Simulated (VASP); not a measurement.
Write the native input for VASP 6.6.1 that does the following.

| Property | Result |
| --- | --- |
| Task | single point |
| Functional | PBEsol |
| Potentials or basis | VASP PAW PBE potentials, release 64 (Hf_pv, N) |
| Cutoff | 520 eV |
| k mesh | 18 × 18 × 18 |
| Occupations | fermi-dirac, width 0.05 eV |
| Spin | no spin polarisation |
| Dipole correction | no |
| Further INCAR settings | ALGO = Normal; EDIFF = 1e-06; NBANDS = 14 |

The structure of HfN lies in POSCAR:

```
HfN
1.0
    0.0000000000      2.2457019619      2.2457019619
    2.2457019619      0.0000000000      2.2457019619
    2.2457019619      2.2457019619      0.0000000000
Hf N
1 1
Direct
    0.0000000000      0.0000000000      0.0000000000
    0.5000000000      0.5000000000      0.5000000000
```

One way to write it, as run:

INCAR

```
ALGO = Normal ; EDIFF = 1E-6
ENCUT = 520 ; GGA = PS
ISIF = 2 ; ISMEAR = -1
LASPH = True ; LCHARG = True
LELF = True ; LREAL = False
LVHAR = True ; LWAVE = False
NBANDS = 14 ; NELM = 100
PREC = Accurate ; SIGMA = 0.05
```

KPOINTS

```
k-points
0
Gamma
  18 18 18
```

Potentials or basis: VASP PAW PBE potentials, release 64 (Hf_pv, N).

Command:

```bash
$ cat potpaw_PBE.64/Hf_pv/POTCAR potpaw_PBE.64/N/POTCAR > POTCAR
$ mpirun -np 1 vasp_std > vasp.out
```

It gave:

```yaml
Pressure: -0.2 GPa
```

Caveat: the PAW data sets were made with another functional, which shifts forces and pressure a little.

Wall time 64 s on 1 thread of Intel(R) Xeon(R) Platinum 8259CL CPU @ 2.50GHz (Skylake/Cascade Lake), with other jobs on the host, peak memory 0.19 GiB.
